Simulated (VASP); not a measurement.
Write the native input for VASP 6.6.1 that does the following.

```
Task                   : single point
Functional             : PBE
Potentials or basis    : VASP PAW PBE potentials, release 64 (Ca_sv, As)
Cutoff                 : 520 eV
k mesh                 : 16 × 10 × 8
Occupations            : gaussian, width 0.1 eV
Spin                   : no spin polarisation
Dipole correction      : no
Further INCAR settings : ALGO = Fast; EDIFF = 1e-06; NBANDS = 17
```

The structure of CaAs2 lies in POSCAR:

```
CaAs2
1.0
    3.1396029707      0.0000000000      0.0000000000
    0.0000000000      4.3316097441      0.0000000000
    0.0000000000      0.0000000000      5.5582246562
Ca As
1 2
Direct
    0.0000000000      0.5000000000      0.5000000000
    0.5000000000      0.0000000000      0.7811091827
    0.5000000000      0.0000000000      0.2188908173
```

One way to write it, as run:

INCAR

```
PREC     = Accurate       # precision mode
ENCUT    = 520            # plane-wave cutoff, eV
EDIFF    = 1E-6           # SCF threshold, eV
ISMEAR   = 0              # smearing method
SIGMA    = 0.1            # smearing width, eV
LREAL    = False          # projectors in reciprocal space
LASPH    = True           # aspherical terms in the spheres
NELM     = 100            # most SCF steps
ALGO     = Fast           # electronic algorithm
ISIF     = 2              # what is computed and relaxed
LWAVE    = False          # write WAVECAR
LCHARG   = False          # write CHGCAR
GGA      = PE             # functional
NBANDS   = 17             # bands
```

KPOINTS

```
Automatic mesh
0
Gamma
  16 10 8
```

Potentials or basis: VASP PAW PBE potentials, release 64 (Ca_sv, As).

Launch:

```sh
$ cat potpaw_PBE.64/Ca_sv/POTCAR potpaw_PBE.64/As/POTCAR > POTCAR
$ mpirun -np 1 vasp_std > vasp.out
```

Results of the run:

* Pressure: 0.2 GPa
* Largest force: 0.036 eV/Å
* Band gap on the k mesh: zero (bands 10 and 11 overlap by 3.05 eV)

Wall time 4.7 min on 1 thread of Intel(R) Xeon(R) Platinum 8488C (Sapphire Rapids), with other jobs on the host, peak memory 0.45 GiB.
